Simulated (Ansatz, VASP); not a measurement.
One calculation of SiO2, two programs

```
Si O
1.0
     7.08175    0.00000    0.00000
     0.00000    7.08175    0.00000
     0.00000    0.00000    7.08175
Si O
8 16
Direct
  0.97713 0.52287 0.47713
  0.52287 0.47713 0.97713
  0.47713 0.97713 0.52287
  0.02287 0.02287 0.02287
  0.71418 0.78582 0.21418
  0.78582 0.21418 0.71418
  0.21418 0.71418 0.78582
  0.28582 0.28582 0.28582
  0.86072 0.33283 0.53261
  0.36072 0.16717 0.46739
  0.13928 0.83283 0.96739
  0.16717 0.46739 0.36072
  0.96739 0.13928 0.83283
  0.46739 0.36072 0.16717
  0.33283 0.53261 0.86072
  0.53261 0.86072 0.33283
  0.15419 0.15419 0.15419
  0.34581 0.84581 0.65419
  0.65419 0.34581 0.84581
  0.84581 0.65419 0.34581
  0.63928 0.66717 0.03261
  0.03261 0.63928 0.66717
  0.66717 0.03261 0.63928
  0.83283 0.96739 0.13928
```

Alike in both runs: functional PBE; k mesh 3 × 3 × 3; occupations fermi-dirac, width 0.02 eV; no spin polarisation.

Ansatz relaxed the structure, and its values are those at the end. VASP's run is a single point on that final structure, the one shown.

```csv
,VASP,Ansatz
version,VASP 6.6.1,Ansatz 0.2.0
potentials or method,"VASP PAW PBE potentials, release 64 (Si, O)","plane-wave PAW, scalar-relativistic"
plane-wave cutoff (eV),520,420
valence electrons in the cell,128,128
```

```csv
,VASP,Ansatz,Ansatz less VASP
gap on the k mesh at the Fermi level (eV),5.75,5.75,+0.002
pressure (GPa),1.2,1.1,-0.09
rms of the force components (eV/Å),0.012,0.003,-0.0092
```

The functional is the same, so the differences come from potentials, cutoffs and numerics. Ansatz's warnings: stress scf threshold loose.
